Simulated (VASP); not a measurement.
A run of VASP 6.6.1 is set up as follows.

Contents of POSCAR:

```
SiC
1.0
    3.1983094746      0.0000000000      0.0000000000
   -1.5991547373      2.7698172542      0.0000000000
    0.0000000000      0.0000000000      5.0174592315
Si C
2 2
Direct
    0.3333333333      0.6666666667      0.4977938122
    0.6666666667      0.3333333333      0.9977938122
    0.3333333333      0.6666666667      0.8772061878
    0.6666666667      0.3333333333      0.3772061878
```

File INCAR.step1:

```
ALGO = Normal ; EDIFF = 1E-4
ENCUT = 520 ; GGA = PE
ISMEAR = 0 ; LASPH = True
LCHARG = False ; LREAL = False
LWAVE = True ; NBANDS = 16
NELM = 100 ; PREC = Accurate
SIGMA = 0.02
```

The input INCAR.step2:

```
ALGO = Normal ; EDIFF = 1E-6
ENCUT = 520 ; ISIF = 2
ISMEAR = 0 ; ISTART = 1
LASPH = True ; LCHARG = False
LMIXTAU = True ; LREAL = False
LWAVE = False ; METAGGA = R2SCAN
NBANDS = 16 ; NELM = 100
PREC = Accurate ; SIGMA = 0.02
```

File KPOINTS:

```
k-points
0
Gamma
  12 12 6
```

Potentials or basis: VASP PAW PBE potentials, release 64 (Si, C).

Launch:

```bash
$ cat potpaw_PBE.64/Si/POTCAR potpaw_PBE.64/C/POTCAR > POTCAR
$ cp INCAR.step1 INCAR
$ mpirun -np 1 vasp_std > vasp.out
$ cp INCAR.step2 INCAR
$ mpirun -np 1 vasp_std > vasp.out
```

**Question.** Predict the pressure.

**Answer.** -14.3 GPa.

**Question.** Predict the band gap on the k mesh.

**Answer.** 2.60 eV, indirect (least direct gap 3.89 eV).

Forces on the atoms (eV/Å):
```
Si   0.000  0.000  0.002
Si   0.000  0.000  0.002
C    0.000  0.000 -0.002
C    0.000  0.000 -0.002
```

Caveat: the PAW data sets were made with another functional, which shifts forces and pressure a little. A k mesh can miss the band edges.
